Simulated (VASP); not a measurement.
Wanted: the native input for a VASP 6.6.1 run.

- Task: single point
- Functional: BLYP
- Dispersion: D3(BJ)
- Potentials or basis: VASP PAW PBE potentials, release 64 (Pb_d, Te)
- Cutoff: 520 eV
- k mesh: 7 × 7 × 7
- Occupations: fermi-dirac, width 0.05 eV
- Spin: no spin polarisation
- Dipole correction: no
- Further INCAR settings: ALGO = Normal; EDIFF = 1e-07; NBANDS = 17

The structure of TePb lies in POSCAR:

```
TePb
1.0
    0.0000000000      3.1650427173      3.1650427173
    3.1650427173      0.0000000000      3.1650427173
    3.1650427173      3.1650427173      0.0000000000
Pb Te
1 1
Direct
    0.0000000000      0.0000000000      0.0000000000
    0.5000000000      0.5000000000      0.5000000000
```

The input as run:

INCAR

```
SYSTEM = TePb
AGGAC = 1.0
AGGAX = 1.0
ALDAC = 0.0
ALDAX = 1.0
ALGO = Normal
EDIFF = 1E-7
ENCUT = 520
GGA = B5
ISIF = 2
ISMEAR = -1
IVDW = 12
LASPH = .TRUE.
LCHARG = .FALSE.
LREAL = .FALSE.
LWAVE = .FALSE.
NBANDS = 17
NELM = 80
PREC = Accurate
SIGMA = 0.05
VDW_A1 = 0.4298
VDW_A2 = 4.2359
VDW_S6 = 1.0
VDW_S8 = 2.6996
```

KPOINTS

```
k-points
0
G
  7 7 7
  0 0 0
```

Potentials or basis: VASP PAW PBE potentials, release 64 (Pb_d, Te).

The run is started by

```console
$ cat potpaw_PBE.64/Pb_d/POTCAR potpaw_PBE.64/Te/POTCAR > POTCAR
$ mpirun -np 1 vasp_std > vasp.out
```

It gave:

The pressure is 4.0 GPa. The dispersion energy per atom is -1.025 eV.

Caveat: the PAW data sets were made with another functional, which shifts forces and pressure a little.

Wall time 100 s on 1 thread of AMD EPYC 7R13, on a shared host, peak memory 0.18 GiB.
